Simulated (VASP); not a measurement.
# TaF3 (Pm-3m) in VASP: a series of runs

The runs below take TaF3 through single point, with PBE, PBE+U.

Everything below comes from runs of VASP 6.6.1. Logs are shortened: lines on timing, memory, paths and dates and some standing lists are left out, and cuts for length are marked.

### Step 1. The cell of the first run

It takes space group Pm-3m (No. 221, cubic). The conventional cell has a = 4.126 Å, b = 4.126 Å, c = 4.126 Å, α = 90.00°, β = 90.00°, γ = 90.00°. Within 2.7 Å of Ta (site symmetry m-3m) lie 6 F at 2.06 Å. F (site symmetry 4/mmm) has 2 Ta at 2.06 Å within 2.7 Å.

### Step 2. Single point, PBE

INCAR reads:

```
  ALGO = Normal
  EDIFF = 1E-7
  ENCUT = 520
  GGA = PE
  ISIF = 2
  ISMEAR = -1
  LASPH = True
  LCHARG = False
  LREAL = False
  LWAVE = False
  NBANDS = 24
  NELM = 80
  PREC = Accurate
  SIGMA = 0.05
```

KPOINTS reads:

```
k-points
0
Gamma
  7 7 7
```

POSCAR reads:

```
TaF3
1.0
    4.1255380702      0.0000000000      0.0000000000
    0.0000000000      4.1255380702      0.0000000000
    0.0000000000      0.0000000000      4.1255380702
Ta F
1 3
Direct
    0.0000000000      0.0000000000      0.0000000000
    0.0000000000      0.0000000000      0.5000000000
    0.0000000000      0.5000000000      0.0000000000
    0.5000000000      0.0000000000      0.0000000000
```

Potentials or basis: VASP PAW PBE potentials, release 64 (Ta_pv, F).

Started as:

```sh
> cat potpaw_PBE.64/Ta_pv/POTCAR potpaw_PBE.64/F/POTCAR > POTCAR
> mpirun -np 1 vasp_std > vasp.out
```

OUTCAR:

```text
EDIFF = 1E-7
   ENCUT = 520
   GGA = PE
   ISIF = 2
   ISMEAR = -1
   LASPH = True
   LREAL = False
   NELM = 80
   PREC = Accurate

 ion  position               nearest neighbor table
   1  0.000  0.000  0.000-   2 2.06   3 2.06   4 2.06   2 2.06   3 2.06   4 2.06
   2  0.000  0.000  0.500-   1 2.06   1 2.06
   3  0.000  0.500  0.000-   1 2.06   1 2.06
   4  0.500  0.000  0.000-   1 2.06   1 2.06

  LATTYP: Found a simple cubic cell.
 ALAT       =     4.1255380702

  Lattice vectors:

 A1 = (   4.1255380702,   0.0000000000,   0.0000000000)
 A2 = (   0.0000000000,   4.1255380702,   0.0000000000)
 A3 = (   0.0000000000,   0.0000000000,   4.1255380702)

Analysis of symmetry for initial positions (statically):
=====================================================================
 Subroutine PRICEL returns:
 Original cell was already a primitive cell.

 Routine SETGRP: Setting up the symmetry group for a
 simple cubic supercell.

 Subroutine GETGRP returns: Found 48 space group operations
 (whereof 48 operations were pure point group operations)
 out of a pool of 48 trial point group operations.

The static configuration has the point symmetry O_h .

Analysis of symmetry for dynamics (positions and initial velocities):
=====================================================================
 Subroutine PRICEL returns:
 Original cell was already a primitive cell.

 Routine SETGRP: Setting up the symmetry group for a
 simple cubic supercell.

 Subroutine GETGRP returns: Found 48 space group operations
 (whereof 48 operations were pure point group operations)
 out of a pool of 48 trial point group operations.

The dynamic configuration has the point symmetry O_h .

 Subroutine INISYM returns: Found 48 space group operations
 (whereof 48 operations are pure point group operations),
 and found     1 'primitive' translations

----------------------------------------------------------------------------------------

                                     Primitive cell

  volume of cell :      70.2169

  direct lattice vectors                    reciprocal lattice vectors
     4.125538070  0.000000000  0.000000000     0.242392624  0.000000000  0.000000000
     0.000000000  4.125538070  0.000000000     0.000000000  0.242392624  0.000000000
     0.000000000  0.000000000  4.125538070     0.000000000  0.000000000  0.242392624

  length of vectors
     4.125538070  4.125538070  4.125538070     0.242392624  0.242392624  0.242392624

  position of ions in fractional coordinates (direct lattice)
     0.000000000  0.000000000  0.000000000
     0.000000000  0.000000000  0.500000000
     0.000000000  0.500000000  0.000000000
     0.500000000  0.000000000  0.000000000

  ion indices of the primitive-cell ions
   primitive index   ion index
                 1           1
                 2           2
                 3           3
                 4           4

----------------------------------------------------------------------------------------

 KPOINTS: k-points

Automatic generation of k-mesh.
 Grid dimensions read from file:
 generate k-points for:    7    7    7

 Generating k-lattice:

  Cartesian coordinates                     Fractional coordinates (reciprocal lattice)
     0.034627518  0.000000000  0.000000000     0.142857143  0.000000000  0.000000000
     0.000000000  0.034627518  0.000000000     0.000000000  0.142857143  0.000000000
     0.000000000  0.000000000  0.034627518     0.000000000  0.000000000  0.142857143

  Length of vectors
     0.034627518  0.034627518  0.034627518

  Shift w.r.t. Gamma in fractional coordinates (k-lattice)
     0.000000000  0.000000000  0.000000000

 Subroutine IBZKPT returns following result:
 ===========================================

 Found     20 irreducible k-points:

 Following reciprocal coordinates:
            Coordinates               Weight
  0.000000  0.000000  0.000000      1.000000
  0.142857  0.000000  0.000000      6.000000
  0.285714  0.000000  0.000000      6.000000
  0.428571  0.000000  0.000000      6.000000
  0.142857  0.142857  0.000000     12.000000
  0.285714  0.142857  0.000000     24.000000
[... 12 lines left out ...]
  0.428571  0.428571  0.285714     24.000000
  0.428571  0.428571  0.428571      8.000000
   k-points           NKPTS =     20   k-points in BZ     NKDIM =     20   number of bands    NBANDS=     24
   number of dos      NEDOS =    301   number of ions     NIONS =      4
   total plane-waves  NPLWV =  32768
   dimension x,y,z NGX =    32 NGY =   32 NGZ =   32
   dimension x,y,z NGXF=    64 NGYF=   64 NGZF=   64
   ions per type =               1   3
   NGX,Y,Z   is equivalent  to a cutoff of  12.89, 12.89, 12.89 a.u.
   NGXF,Y,Z  is equivalent  to a cutoff of  25.79, 25.79, 25.79 a.u.
 SYSTEM =  unknown system
   PREC   = accura    normal or accurate (medium, high low for compatibility)
   ISTART =      0    job   : 0-new  1-cont  2-samecut
   ICHARG =      2    charge: 1-file 2-atom 10-const
   ISPIN  =      1    spin polarized calculation?
   LNONCOLLINEAR =      F non collinear calculations
   LSORBIT =      F    spin-orbit coupling
   LASPH  =      T    aspherical Exc in radial PAW
   ENCUT  =  520.0 eV  38.22 Ry    6.18 a.u.   7.67  7.67  7.67*2*pi/ulx,y,z
   NELM   =     80;   NELMIN=  2; NELMDL= -5     # of ELM steps
   EDIFF  = 0.1E-06   stopping-criterion for ELM
   LREAL  =      F    real-space projection
   EDIFFG = 0.1E-05   stopping-criterion for IOM
   NSW    =      0    number of steps for IOM
   IBRION =     -1    ionic relax: 0-MD 1-quasi-New 2-CG
   NFREE  =      0    steps in history (QN), initial steepest desc. (CG)
   ISIF   =      2    stress and relaxation
   ISYM   =      2    0-nonsym 1-usesym 2-fastsym
   POTIM  = 0.5000    time-step for ionic-motion
   TEBEG  =    0.0;   TEEND  =   0.0 temperature during run
   PSTRESS=    0.0 pullay stress
   NELECT =      32.0000    total number of electrons
   NUPDOWN=      -1.0000    fix difference up-down
   EMIN   =  10.00;   EMAX   =-10.00  energy-range for DOS
   EFERMI =   0.00;   METHOD = LEGACY
   ISMEAR =    -1;   SIGMA  =   0.05  broadening in eV -4-tet -1-fermi 0-gaus
   EFERMI_NEDOS =   21; number of points for ismear=-14 and -15
   IALGO  =     38    algorithm
   IMIX   =      4    mixing-type and parameters
     AMIX     =   0.40;   BMIX     =  1.00
     AMIX_MAG =   1.60;   BMIX_MAG =  1.00
  volume/ion in A,a.u.               =      17.55       118.46
  Fermi-wavevector in a.u.,A,eV,Ry     =   1.259827  2.380728 21.594676  1.587164
  Thomas-Fermi vector in A             =   2.393367
   LORBIT       =      0    0 simple, 1 ext, 2 COOP (PROOUT), +10 PAW based schemes
   GGA     = PE    functional components
   LHFCALC =     F    Hartree Fock is set to
   AEXX    =    0.0000 exact exchange contribution
   IVDW    =     0    specifies the selected vdW correction
   LEPSILON=     F    determine dielectric tensor
   LRPA    =     F    only Hartree local field effects (RPA)
 non-spin polarized calculation
  energy-cutoff  :      520.00
  volume of cell :       70.22
 maximum number of plane-waves:      1907
 NGX is ok and might be reduce to    32
   NGX = 15   NGY = 15   NGZ = 15

 number of electron      32.0000025 magnetization

 Free energy of the ion-electron system (eV)
  ---------------------------------------------------
  ext. energy  EPLUGINS =         0.00000000
  ---------------------------------------------------
  free energy    TOTEN  =       -26.79188985 eV

  energy without entropy =      -26.75413722  energy(sigma->0) =      -26.77301354

 E-fermi :   3.2542     XC(G=0):  -8.2864

 val. band max:        3.2394570215   @ k =   0.2857   0.1429   0.1429
 cond. band min:       3.2590226594   @ k =   0.2857   0.2857   0.1429
 fundamental gap:      0.0195656380
 Fermi energy:         3.2541717193

 k-point     1 :       0.0000    0.0000    0.0000
  band No.  band energies     occupation
      1     -33.6752      2.00000
      2     -33.6752      2.00000
      3     -33.6752      2.00000
      4     -24.3764      2.00000
      5     -24.0957      2.00000
      6     -24.0957      2.00000
[... 16 lines left out ...]
     23      12.0673      0.00000
     24      12.0673      0.00000

 k-point     2 :       0.1429    0.0000    0.0000
  band No.  band energies     occupation
      1     -33.7058      2.00000
      2     -33.6748      2.00000
      3     -33.6748      2.00000
      4     -24.3377      2.00000
      5     -24.0948      2.00000
      6     -24.0174      2.00000
[... 16 lines left out ...]
     23      11.4754      0.00000
     24      12.2104      0.00000

 k-point     3 :       0.2857    0.0000    0.0000
  band No.  band energies     occupation
      1     -33.7730      2.00000
      2     -33.6737      2.00000
      3     -33.6737      2.00000
      4     -24.2958      2.00000
      5     -24.0935      2.00000
      6     -23.7886      2.00000
[... 16 lines left out ...]
     23      11.8690      0.00000
     24      12.5610      0.00000

 k-point     4 :       0.4286    0.0000    0.0000
  band No.  band energies     occupation
      1     -33.8254      2.00000
      2     -33.6729      2.00000
      3     -33.6729      2.00000
      4     -24.2811      2.00000
      5     -24.0921      2.00000
      6     -23.5789      2.00000
[... 16 lines left out ...]
     23      12.4852      0.00000
     24      12.8797      0.00000

 k-point     5 :       0.1429    0.1429    0.0000
  band No.  band energies     occupation
      1     -33.7055      2.00000
      2     -33.7052      2.00000
      3     -33.6743      2.00000
      4     -24.2907      2.00000
      5     -24.0464      2.00000
      6     -23.9940      2.00000
[... 343 lines left out ...]
 k-point    18 :       0.4286    0.2857    0.2857
  band No.  band energies     occupation
      1     -33.8222      2.00000
      2     -33.7692      2.00000
      3     -33.7688      2.00000
      4     -23.8370      2.00000
      5     -23.7586      2.00000
      6     -23.5739      2.00000
[... 16 lines left out ...]
     23       9.9787      0.00000
     24      11.0232      0.00000

 k-point    19 :       0.4286    0.4286    0.2857
  band No.  band energies     occupation
      1     -33.8214      2.00000
      2     -33.8213      2.00000
      3     -33.7681      2.00000
      4     -23.7974      2.00000
      5     -23.5773      2.00000
      6     -23.5688      2.00000
[... 16 lines left out ...]
     23       9.3832      0.00000
     24      10.4601      0.00000

 k-point    20 :       0.4286    0.4286    0.4286
  band No.  band energies     occupation
      1     -33.8205      2.00000
      2     -33.8204      2.00000
      3     -33.8204      2.00000
      4     -23.5829      2.00000
      5     -23.5677      2.00000
      6     -23.5677      2.00000
[... 16 lines left out ...]
     23      10.2432      0.00000
     24      10.2432      0.00000

------------------------ aborting loop because EDIFF is reached ----------------------------------------

  FORCE on cell =-STRESS in cart. coord.  units (eV):
  Direction    XX          YY          ZZ          XY          YZ          ZX
  --------------------------------------------------------------------------------------
  -------------------------------------------------------------------------------------
  Total        0.0123467      0.0123467      0.0123467      0.0000000     -0.0000000      0.0000000
  in kB        0.2817207      0.2817207      0.2817207      0.0000000     -0.0000000      0.0000000
  external PRESSURE =       0.2817207 kB  Pullay stress =       0.0000000 kB

 VOLUME and BASIS-vectors are now :
 -----------------------------------------------------------------------------
  energy-cutoff  :      520.00
  volume of cell :       70.22
      direct lattice vectors                 reciprocal lattice vectors
     4.125538070  0.000000000  0.000000000     0.242392624  0.000000000  0.000000000
     0.000000000  4.125538070  0.000000000     0.000000000  0.242392624  0.000000000
     0.000000000  0.000000000  4.125538070     0.000000000  0.000000000  0.242392624

 POSITION                                       TOTAL-FORCE (eV/Angst)
 -----------------------------------------------------------------------------------
      0.00000      0.00000      0.00000         0.000000      0.000000      0.000000
      0.00000      0.00000      2.06277         0.000000      0.000000      0.000000
      0.00000      2.06277      0.00000         0.000000      0.000000      0.000000
      2.06277      0.00000      0.00000         0.000000      0.000000      0.000000
 -----------------------------------------------------------------------------------
    total drift:                                0.000000      0.000000     -0.000000

  FREE ENERGIE OF THE ION-ELECTRON SYSTEM (eV)
  ---------------------------------------------------
  free  energy   TOTEN  =       -26.7918898521 eV

  energy  without entropy=      -26.7541372189  energy(sigma->0) =      -26.77301354
```

Run time: 22 s. Hardware: 1 thread of AMD EPYC 7R43 (Zen 3), shared host; peak memory 0.15 GiB.

What came out:

```
Free energy            : -26.7919 eV
Pressure               : 0.0 GPa
Band gap on the k mesh : zero (band 16 reaches 4.42 eV, above the bottom of band 17 at 2.35 eV)
```

Caveat: spin-orbit coupling is left out, which moves the levels of the heavy elements.

### Step 3. Single point, PBE+U

This run uses another cell than the first one, of 17.62 Å³/atom, 1.004 times its volume.

INCAR reads:

```
ALGO = Normal
EDIFF = 1E-7
ENCUT = 520
GGA = PE
ISIF = 2
ISMEAR = -1
LASPH = True
LCHARG = False
LDAU = True
LDAUJ = 0 0
LDAUL = 2 -1
LDAUPRINT = 1
LDAUTYPE = 2
LDAUU = 1 0
LMAXMIX = 4
LREAL = False
LWAVE = False
NBANDS = 24
NELM = 150
PREC = Accurate
SIGMA = 0.05
```

KPOINTS is that of step 2.

POSCAR reads:

```
TaF3
1.0
    4.1310657861      0.0000000000      0.0000000000
    0.0000000000      4.1310657861      0.0000000000
    0.0000000000      0.0000000000      4.1310657861
Ta F
1 3
Direct
    0.0000000000      0.0000000000      0.0000000000
    0.0000000000      0.0000000000      0.5000000000
    0.0000000000      0.5000000000      0.0000000000
    0.5000000000      0.0000000000      0.0000000000
```

Potentials or basis: VASP PAW PBE potentials, release 64 (Ta_pv, F).

Started as:

```sh
> cat potpaw_PBE.64/Ta_pv/POTCAR potpaw_PBE.64/F/POTCAR > POTCAR
> mpirun -np 1 vasp_std > vasp.out
```

It took 22 s on 1 thread of AMD EPYC 7R43 (Zen 3), shared host; peak memory 0.15 GiB.

The run converged. Its results:

```
Free energy            : -25.9084 eV
Pressure               : 0.5 GPa
Band gap on the k mesh : zero (band 16 reaches 4.45 eV, above the bottom of band 17 at 2.40 eV)
```

Levels at points of the mesh, in eV from the Fermi level:
```
           k point  band 12  band 13  band 14  band 15  band 16  band 17  band 18  band 19  band 20  band 21
(0.00, 0.00, 0.00)    -8.14    -8.07    -8.07    -8.07    -0.90    -0.90    -0.90    -0.19     1.92     1.92
```

Eigenvalues of the final occupation matrices:
```tsv
site	spin	trace	eigenvalues
site 1 d	1	1.19	0.15 0.15 0.30 0.30 0.30
site 1 d	2	1.19	0.15 0.15 0.30 0.30 0.30
```

Caveat: spin-orbit coupling is left out, which moves the levels of the heavy elements; U without spin polarisation on a metal has little footing.

### Step 4. Single point, PBE+U

This run uses another cell than the first one, of 17.70 Å³/atom, 1.008 times its volume.

Changes to INCAR since step 3:

```diff
@@ -1,3 +1,3 @@
 ALGO = Normal
-EDIFF = 1E-7
+EDIFF = 1E-6
 ENCUT = 520
@@ -13,3 +13,3 @@
 LDAUTYPE = 2
-LDAUU = 1 0
+LDAUU = 2 0
 LMAXMIX = 4
```

KPOINTS is that of step 3.

POSCAR reads:

```
TaF3
1.0
    4.1368170752      0.0000000000      0.0000000000
    0.0000000000      4.1368170752      0.0000000000
    0.0000000000      0.0000000000      4.1368170752
Ta F
1 3
Direct
    0.0000000000      0.0000000000      0.0000000000
    0.0000000000      0.0000000000      0.5000000000
    0.0000000000      0.5000000000      0.0000000000
    0.5000000000      0.0000000000      0.0000000000
```

Started as:

```sh
> cat potpaw_PBE.64/Ta_pv/POTCAR potpaw_PBE.64/F/POTCAR > POTCAR
> mpirun -np 1 vasp_std > vasp.out
```

Wall time 21 s (1 thread of AMD EPYC 7R43 (Zen 3), shared host); peak memory 0.15 GiB.

The run converged. Its results:

```
Free energy            : -25.0361 eV
Pressure               : 0.9 GPa
Band gap on the k mesh : zero (band 16 reaches 4.48 eV, above the bottom of band 17 at 2.44 eV)
```

Levels at points of the mesh, in eV from the Fermi level:
```tsv
k point	band 13	band 14	band 15	band 16	band 17	band 18	band 19	band 20
(0.00, 0.00, 0.00)	-8.10	-8.10	-8.10	-0.89	-0.89	-0.89	-0.26	2.04
```

Eigenvalues of the final occupation matrices:
| site | spin | trace | eigenvalues |
| --- | --- | --- | --- |
| site 1 d | 1 | 1.17 | 0.14 0.14 0.30 0.30 0.30 |
| site 1 d | 2 | 1.17 | 0.14 0.14 0.30 0.30 0.30 |

Caveat: spin-orbit coupling is left out, which moves the levels of the heavy elements; U without spin polarisation on a metal has little footing.

### Step 5. Single point, PBE+U

This run uses another cell than the first one, of 17.78 Å³/atom, 1.013 times its volume.

INCAR reads:

```
SYSTEM = TaF3
ALGO = Normal
EDIFF = 1E-6
ENCUT = 520
GGA = PE
ISIF = 2
ISMEAR = -1
LASPH = .TRUE.
LCHARG = .TRUE.
LDAU = .TRUE.
LDAUJ = 0 0
LDAUL = 2 -1
LDAUPRINT = 1
LDAUTYPE = 2
LDAUU = 3 0
LELF = .TRUE.
LMAXMIX = 4
LREAL = .FALSE.
LVHAR = .TRUE.
LWAVE = .FALSE.
NBANDS = 24
NELM = 150
PREC = Accurate
SIGMA = 0.05
```

KPOINTS reads:

```
k-points
0
G
  7 7 7
  0 0 0
```

POSCAR reads:

```
TaF3
1.0
    4.1428461092      0.0000000000      0.0000000000
    0.0000000000      4.1428461092      0.0000000000
    0.0000000000      0.0000000000      4.1428461092
Ta F
1 3
Direct
    0.0000000000      0.0000000000      0.0000000000
    0.0000000000      0.0000000000      0.5000000000
    0.0000000000      0.5000000000      0.0000000000
    0.5000000000      0.0000000000      0.0000000000
```

Started as:

```sh
> cat potpaw_PBE.64/Ta_pv/POTCAR potpaw_PBE.64/F/POTCAR > POTCAR
> mpirun -np 1 vasp_std > vasp.out
```

It took 26 s on 1 thread of AMD EPYC 7R43 (Zen 3), shared host; peak memory 0.15 GiB.

Results (log left out):

```
Free energy            : -24.1757 eV
Pressure               : 1.3 GPa
Band gap on the k mesh : zero (band 16 reaches 4.50 eV, above the bottom of band 17 at 2.48 eV)
```

Levels at points of the mesh, in eV from the Fermi level:
| k point | band 14 | band 15 | band 16 | band 17 | band 18 | band 19 |
| --- | --- | --- | --- | --- | --- | --- |
| (0.00, 0.00, 0.00) | -8.12 | -8.12 | -0.87 | -0.87 | -0.87 | -0.33 |

Eigenvalues of the final occupation matrices:
```
    site  spin  trace               eigenvalues
site 1 d     1   1.15  0.14 0.14 0.29 0.29 0.29
site 1 d     2   1.15  0.14 0.14 0.29 0.29 0.29
```

Caveat: spin-orbit coupling is left out, which moves the levels of the heavy elements; U without spin polarisation on a metal has little footing.

### Step 6. Overview

| level | U | cell | gap on the mesh (eV) | pressure (GPa) |
| --- | --- | --- | --- | --- |
| PBE | - | a = 4.126 Å, 4 atoms | none | 0.0 |
| PBE+U | Ta d U = 1.0 eV | a = 4.131 Å, 4 atoms | none | 0.5 |
| PBE+U | Ta d U = 2.0 eV | a = 4.137 Å, 4 atoms | none | 0.9 |
| PBE+U | Ta d U = 3.0 eV | a = 4.143 Å, 4 atoms | none | 1.3 |

Alike in all rows: task single point; potentials or basis VASP PAW PBE potentials, release 64 (Ta_pv, F); no spin polarisation; k mesh 7 × 7 × 7; cutoff (eV) 520; smearing fermi-dirac 0.05 eV.

Caveats: spin-orbit coupling is left out, which moves the levels of the heavy elements; U without spin polarisation on a metal has little footing (some runs).

Absolute energies hang on the potentials; compare differences alone.
